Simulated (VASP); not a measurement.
# C (Pm-3m) in VASP: a series of runs

The runs below take C through density of states, with PBE.

Program: VASP 6.6.1. These are calculated values, not measurements. Logs are shortened: lines on timing, memory, paths and dates and some standing lists are left out, and cuts for length are marked.

## Step 1: The cell of the first run

It takes space group Pm-3m (No. 221, cubic). Conventional cell: a = 1.361 Å, b = 1.361 Å, c = 1.361 Å, α = 90.00°, β = 90.00°, γ = 90.00°. Within 1.8 Å of C (site symmetry m-3m) lie 6 C at 1.36 Å.

## Step 2: Density of states, PBE (volume scaled by 0.45)

Input file POSCAR:

```
C
1.0
    1.3611388730      0.0000000000      0.0000000000
    0.0000000000      1.3611388730      0.0000000000
    0.0000000000      0.0000000000      1.3611388730
C
1
Direct
    0.0000000000      0.0000000000      0.0000000000
```

Input file INCAR.step1:

```
PREC = Accurate ; ENCUT = 520
EDIFF = 1E-6 ; ISMEAR = -1
SIGMA = 0.08 ; LREAL = F
LASPH = T ; NELM = 60
ALGO = Normal ; ISIF = 2
LWAVE = F ; LCHARG = T
GGA = PE ; NBANDS = 8
```

Input file KPOINTS.step1:

```
Automatic mesh
0
Gamma
  20 20 20
```

Input file INCAR.step2:

```
PREC = Accurate ; ENCUT = 520
EDIFF = 1E-6 ; ISMEAR = -5
SIGMA = 0.08 ; LREAL = F
LASPH = T ; NELM = 60
ALGO = Normal ; ISIF = 2
LWAVE = F ; LCHARG = F
GGA = PE ; LORBIT = 11
NEDOS = 2001 ; ICHARG = 11
```

Input file KPOINTS.step2:

```
Automatic mesh
0
Gamma
  30 30 30
```

Potentials or basis: VASP PAW PBE potentials, release 64 (C).

On the command line:

```
> cat potpaw_PBE.64/C/POTCAR > POTCAR
> cp INCAR.step1 INCAR
> cp KPOINTS.step1 KPOINTS
> mpirun -np 1 vasp_std > vasp.out
> cp INCAR.step2 INCAR
> cp KPOINTS.step2 KPOINTS
> mpirun -np 1 vasp_std > vasp.out
```

OUTCAR:

```text
PREC = Accurate
   ENCUT = 520
   EDIFF = 1E-6
   ISMEAR = -5
   LREAL = F
   LASPH = T
   NELM = 60
   ISIF = 2
   GGA = PE
   LORBIT = 11
   ICHARG = 11

 ion  position               nearest neighbor table
   1  0.000  0.000  0.000-

  LATTYP: Found a simple cubic cell.
 ALAT       =     1.3611388730

  Lattice vectors:

 A1 = (   1.3611388730,   0.0000000000,   0.0000000000)
 A2 = (   0.0000000000,   1.3611388730,   0.0000000000)
 A3 = (   0.0000000000,   0.0000000000,   1.3611388730)

Analysis of symmetry for initial positions (statically):
=====================================================================
 Subroutine PRICEL returns:
 Original cell was already a primitive cell.

 Routine SETGRP: Setting up the symmetry group for a
 simple cubic supercell.

 Subroutine GETGRP returns: Found 48 space group operations
 (whereof 48 operations were pure point group operations)
 out of a pool of 48 trial point group operations.

The static configuration has the point symmetry O_h .

Analysis of symmetry for dynamics (positions and initial velocities):
=====================================================================
 Subroutine PRICEL returns:
 Original cell was already a primitive cell.

 Routine SETGRP: Setting up the symmetry group for a
 simple cubic supercell.

 Subroutine GETGRP returns: Found 48 space group operations
 (whereof 48 operations were pure point group operations)
 out of a pool of 48 trial point group operations.

The dynamic configuration has the point symmetry O_h .

 Subroutine INISYM returns: Found 48 space group operations
 (whereof 48 operations are pure point group operations),
 and found     1 'primitive' translations

----------------------------------------------------------------------------------------

                                     Primitive cell

  volume of cell :       2.5218

  direct lattice vectors                    reciprocal lattice vectors
     1.361138873  0.000000000  0.000000000     0.734678893  0.000000000  0.000000000
     0.000000000  1.361138873  0.000000000     0.000000000  0.734678893  0.000000000
     0.000000000  0.000000000  1.361138873     0.000000000  0.000000000  0.734678893

  length of vectors
     1.361138873  1.361138873  1.361138873     0.734678893  0.734678893  0.734678893

  position of ions in fractional coordinates (direct lattice)
     0.000000000  0.000000000  0.000000000

  ion indices of the primitive-cell ions
   primitive index   ion index
                 1           1

----------------------------------------------------------------------------------------

 KPOINTS: Automatic mesh

Automatic generation of k-mesh.
 Grid dimensions read from file:
 generate k-points for:   30   30   30

 Generating k-lattice:

  Cartesian coordinates                     Fractional coordinates (reciprocal lattice)
     0.024489296  0.000000000  0.000000000     0.033333333  0.000000000  0.000000000
     0.000000000  0.024489296  0.000000000     0.000000000  0.033333333  0.000000000
     0.000000000  0.000000000  0.024489296     0.000000000  0.000000000  0.033333333

  Length of vectors
     0.024489296  0.024489296  0.024489296

  Shift w.r.t. Gamma in fractional coordinates (k-lattice)
     0.000000000  0.000000000  0.000000000

 TETIRR: Found  13472 inequivalent tetrahedra from   162000

 Subroutine IBZKPT returns following result:
 ===========================================

 Found    816 irreducible k-points:

 Following reciprocal coordinates:
            Coordinates               Weight
  0.000000  0.000000  0.000000      1.000000
  0.033333  0.000000  0.000000      6.000000
  0.066667  0.000000  0.000000      6.000000
  0.100000  0.000000  0.000000      6.000000
  0.133333  0.000000  0.000000      6.000000
  0.166667  0.000000  0.000000      6.000000
[... 16 lines left out ...]
  0.233333  0.033333  0.000000     24.000000
  0.266667  0.033333  0.000000     24.000000
 [... further k-points ...]
   k-points           NKPTS =    816   k-points in BZ     NKDIM =    816   number of bands    NBANDS=      6
   number of dos      NEDOS =   2001   number of ions     NIONS =      1
   total plane-waves  NPLWV =   1000
   dimension x,y,z NGX =    10 NGY =   10 NGZ =   10
   dimension x,y,z NGXF=    20 NGYF=   20 NGZF=   20
   ions per type =               1
   NGX,Y,Z   is equivalent  to a cutoff of  12.21, 12.21, 12.21 a.u.
   NGXF,Y,Z  is equivalent  to a cutoff of  24.43, 24.43, 24.43 a.u.
 SYSTEM =  unknown system
   PREC   = accura    normal or accurate (medium, high low for compatibility)
   ISTART =      0    job   : 0-new  1-cont  2-samecut
   ICHARG =     11    charge: 1-file 2-atom 10-const
   ISPIN  =      1    spin polarized calculation?
   LNONCOLLINEAR =      F non collinear calculations
   LSORBIT =      F    spin-orbit coupling
   LASPH  =      T    aspherical Exc in radial PAW
   ENCUT  =  520.0 eV  38.22 Ry    6.18 a.u.   2.53  2.53  2.53*2*pi/ulx,y,z
   NELM   =     60;   NELMIN=  2; NELMDL=  0     # of ELM steps
   EDIFF  = 0.1E-05   stopping-criterion for ELM
   LREAL  =      F    real-space projection
   EDIFFG = 0.1E-04   stopping-criterion for IOM
   NSW    =      0    number of steps for IOM
   IBRION =     -1    ionic relax: 0-MD 1-quasi-New 2-CG
   NFREE  =      0    steps in history (QN), initial steepest desc. (CG)
   ISIF   =      2    stress and relaxation
   ISYM   =      2    0-nonsym 1-usesym 2-fastsym
   POTIM  = 0.5000    time-step for ionic-motion
   TEBEG  =    0.0;   TEEND  =   0.0 temperature during run
   PSTRESS=    0.0 pullay stress
   NELECT =       4.0000    total number of electrons
   NUPDOWN=      -1.0000    fix difference up-down
   EMIN   =  10.00;   EMAX   =-10.00  energy-range for DOS
   EFERMI =   0.00;   METHOD = LEGACY
   ISMEAR =    -5;   SIGMA  =   0.08  broadening in eV -4-tet -1-fermi 0-gaus
   EFERMI_NEDOS =   21; number of points for ismear=-14 and -15
   IALGO  =     38    algorithm
   IMIX   =      4    mixing-type and parameters
     AMIX     =   0.40;   BMIX     =  1.00
     AMIX_MAG =   1.60;   BMIX_MAG =  1.00
  volume/ion in A,a.u.               =       2.52        17.02
  Fermi-wavevector in a.u.,A,eV,Ry     =   1.909234  3.607928 49.595586  3.645173
  Thomas-Fermi vector in A             =   2.946344
   LORBIT       =     11    0 simple, 1 ext, 2 COOP (PROOUT), +10 PAW based schemes
   GGA     = PE    functional components
   LHFCALC =     F    Hartree Fock is set to
   AEXX    =    0.0000 exact exchange contribution
   IVDW    =     0    specifies the selected vdW correction
   LEPSILON=     F    determine dielectric tensor
   LRPA    =     F    only Hartree local field effects (RPA)
 non-spin polarized calculation
 Fermi weights with tetrahedron method with Bloechl corrections
  energy-cutoff  :      520.00
  volume of cell :        2.52
 maximum number of plane-waves:        81

 number of electron       4.0000003 magnetization

 Free energy of the ion-electron system (eV)
  ---------------------------------------------------
  ext. energy  EPLUGINS =         0.00000000
  ---------------------------------------------------
  free energy    TOTEN  =        -0.51438093 eV

  energy without entropy =       -0.51438093  energy(sigma->0) =       -0.51438093

 E-fermi :  28.6849     XC(G=0): -18.1660

 val. band max:       28.7195986149   @ k =   0.2333   0.2333   0.2333
 cond. band min:      28.6209881633   @ k =   0.3667   0.3667   0.2667
 fundamental gap:     -0.0986104516
 Fermi energy:        28.6848704363

 k-point     1 :       0.0000    0.0000    0.0000
  band No.  band energies     occupation
      1     -10.2338      2.00000
      2      45.3310      0.00000
      3      45.3310      0.00000
      4      45.3310      0.00000
      5      63.3725      0.00000
      6      63.3725      0.00000

 k-point     2 :       0.0333    0.0000    0.0000
  band No.  band energies     occupation
      1     -10.1670      2.00000
      2      44.4477      0.00000
      3      45.3958      0.00000
      4      45.3958      0.00000
      5      63.4583      0.00000
      6      64.3755      0.00000

 k-point     3 :       0.0667    0.0000    0.0000
  band No.  band energies     occupation
      1      -9.9666      2.00000
      2      42.2302      0.00000
      3      45.5893      0.00000
      4      45.5893      0.00000
      5      63.7153      0.00000
      6      66.9442      0.00000

 k-point     4 :       0.1000    0.0000    0.0000
  band No.  band energies     occupation
      1      -9.6330      2.00000
      2      39.3579      0.00000
      3      45.9095      0.00000
      4      45.9095      0.00000
      5      64.1428      0.00000
      6      70.3842      0.00000

 k-point     5 :       0.1333    0.0000    0.0000
  band No.  band energies     occupation
      1      -9.1671      2.00000
      2      36.2235      0.00000
      3      46.3492      0.00000
      4      46.3492      0.00000
      5      64.7396      0.00000
      6      74.1878      0.00000
[... 136 lines left out ...]
 k-point    21 :       0.1667    0.0333    0.0000
  band No.  band energies     occupation
      1      -8.5023      2.00000
      2      33.0285      0.00000
      3      46.2357      0.00000
      4      46.9722      0.00000
      5      66.2469      0.00000
      6      78.0338      0.00000

 k-point    22 :       0.2000    0.0333    0.0000
  band No.  band energies     occupation
      1      -7.7752      2.00000
      2      29.8794      0.19613
      3      46.9010      0.00000
      4      47.6270      0.00000
      5      67.1624      0.00000
      6      79.9337      0.00000

 k-point    23 :       0.2333    0.0333    0.0000
  band No.  band energies     occupation
      1      -6.9211      2.00000
      2      26.8094      2.02175
      3      47.6588      0.00000
      4      48.3758      0.00000
      5      68.2331      0.00000
      6      79.6472      0.00000

 k-point    24 :       0.2667    0.0333    0.0000
  band No.  band energies     occupation
      1      -5.9439      2.00000
      2      23.8496      2.00000
      3      48.4945      0.00000
      4      49.1870      0.00000
      5      69.4511      0.00000
      6      78.8128      0.00000

 [... further k-points ...]
[... 5 lines left out ...]
  --------------------------------------------------------------------------------------
  -------------------------------------------------------------------------------------
  Total       18.5898079     18.5898079     18.5898079      0.0000000      0.0000000     -0.0000000
  in kB    11810.7689393  11810.7689393  11810.7689393      0.0000000      0.0000000     -0.0000000
  external PRESSURE =   11810.7689393 kB  Pullay stress =       0.0000000 kB

 VOLUME and BASIS-vectors are now :
 -----------------------------------------------------------------------------
  energy-cutoff  :      520.00
  volume of cell :        2.52
      direct lattice vectors                 reciprocal lattice vectors
     1.361138873  0.000000000  0.000000000     0.734678893  0.000000000  0.000000000
     0.000000000  1.361138873  0.000000000     0.000000000  0.734678893  0.000000000
     0.000000000  0.000000000  1.361138873     0.000000000  0.000000000  0.734678893

 POSITION                                       TOTAL-FORCE (eV/Angst)
 -----------------------------------------------------------------------------------
      0.00000      0.00000      0.00000         0.000000      0.000000      0.000000
 -----------------------------------------------------------------------------------
    total drift:                                0.000000      0.000000     -0.000000

  FREE ENERGIE OF THE ION-ELECTRON SYSTEM (eV)
  ---------------------------------------------------
  free  energy   TOTEN  =        -0.5143809265 eV

  energy  without entropy=       -0.5143809265  energy(sigma->0) =       -0.51438093

 total charge

# of ion       s       p       d       tot
------------------------------------------
    1        0.991   2.469   0.000   3.460
```

It took 13 s on 1 thread of Intel Xeon 6975P-C (Granite Rapids), shared host; peak memory 0.12 GiB.

What came out:

```yaml
Valence_electrons_inside_the_program's_atomic_spheres: C 3.46
```

Caveat: tetrahedron occupations give inexact forces and stress in metals.

(Continued in part 2 of 2.)
